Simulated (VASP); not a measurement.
The system is Zn2O.

```
Zn O
1.0
    -2.89806    2.89806    2.32962
     2.89806   -2.89806    2.32962
     2.89806    2.89806   -2.32962
Zn O
4 2
Direct
  0.15810 0.65810 0.81620
  0.65810 0.84190 0.50000
  0.84190 0.34190 0.18380
  0.34190 0.15810 0.50000
  0.75000 0.75000 0.00000
  0.25000 0.25000 0.00000
```

The cell was built from a structure type or drawn by symmetry, and may not be a known phase.

| Quantity | Value |
| --- | --- |
| Program | VASP 6.6.1 |
| Task | relaxation of cell and atoms |
| Functional | PBE |
| Potentials or basis | VASP PAW PBE potentials, release 64 (Zn, O) |
| Cutoff | 600 eV |
| k mesh | 5 × 5 × 5 |
| Occupations | gaussian, width 0.2 eV |
| Spin | no spin polarisation |

At the start: pressure -5.1 GPa; volume 13.04 Å³/atom.

Where does the relaxation end?

Over 15 steps the energy falls by 378.5 meV/atom and the volume is 12.36 Å³/atom (-5.3 %); space group I4/mcm (No. 140, to 0.1 Å) before and after.

The path:
| step | energy change (eV) | largest force (eV/Å) | pressure (GPa) | volume (Å³) |
| --- | --- | --- | --- | --- |
| 1 | 0.0000 | 0.1649 | -5.13 | 78.26 |
| 2 | -0.7970 | 0.2391 | -0.32 | 73.45 |
| 3 | 0.4095 | 3.7638 | 51.93 | 58.31 |
| 4 | -1.2801 | 0.7159 | 7.38 | 69.12 |
| 5 | -1.3438 | 1.2128 | 15.29 | 66.13 |
| 6 | -1.5827 | 1.3268 | 15.19 | 66.51 |
| 7 | -1.7058 | 1.5261 | 16.09 | 66.90 |
| 8 | -2.0599 | 0.9219 | 7.71 | 70.26 |
| 9 | -2.2312 | 0.2806 | -2.93 | 76.54 |
| 10 | -2.2367 | 0.3459 | -1.70 | 75.62 |
| 11 | -2.2368 | 0.3597 | -1.43 | 75.44 |
| 12 | -2.2490 | 0.2909 | -0.99 | 75.09 |
| 13 | -2.2680 | 0.1005 | 0.45 | 74.05 |
| 14 | -2.2687 | 0.0594 | 0.83 | 73.81 |
| 15 | -2.2713 | 0.0296 | 0.34 | 74.14 |

Final structure:
```
Zn O
1.0
    -2.52652    2.52652    2.90376
     2.52652   -2.52652    2.90376
     2.52652    2.52652   -2.90376
Zn O
4 2
Direct
  0.17348 0.67348 0.84695
  0.67348 0.82652 0.50000
  0.82652 0.32652 0.15305
  0.32652 0.17348 0.50000
  0.75000 0.75000 0.00000
  0.25000 0.25000 0.00000
```
